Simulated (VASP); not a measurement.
Runs of VASP 6.6.1 on LiF. The structure is that of space group P6_3/mmc (No. 194), or close to it. The cells are those of the table. 

```csv
level,cell,k mesh,gap on the mesh (eV)
r2SCAN,"a = 3.280, b = 3.280, c = 4.000 Å, angles 90.0, 90.0, 120.0°, 4 atoms",9 × 9 × 6,(b)
r2SCAN,"a = 3.247, b = 3.247, c = 3.959 Å, angles 90.0, 90.0, 120.0°, 4 atoms",9 × 9 × 6,8.81
PBE,"a = 3.280, b = 3.280, c = 4.000 Å, angles 90.0, 90.0, 120.0°, 4 atoms",12 × 12 × 6,(a)
r2SCAN,"a = 3.344, b = 3.344, c = 4.078 Å, angles 90.0, 90.0, 120.0°, 4 atoms",9 × 9 × 6,8.33
PBE,"a = 3.329, b = 3.329, c = 4.096 Å, angles 90.0, 90.0, 120.0°, 4 atoms",9 × 9 × 6,7.53
```

Alike in all rows: task single point; potentials or basis VASP PAW PBE potentials, release 64 (Li_sv, F); no spin polarisation; cutoff (eV) 520; smearing gaussian 0.01 eV.

Question: Fill in the values left out.

Answer: (a) 7.82; (b) 8.64.

A k mesh can miss the band edges.
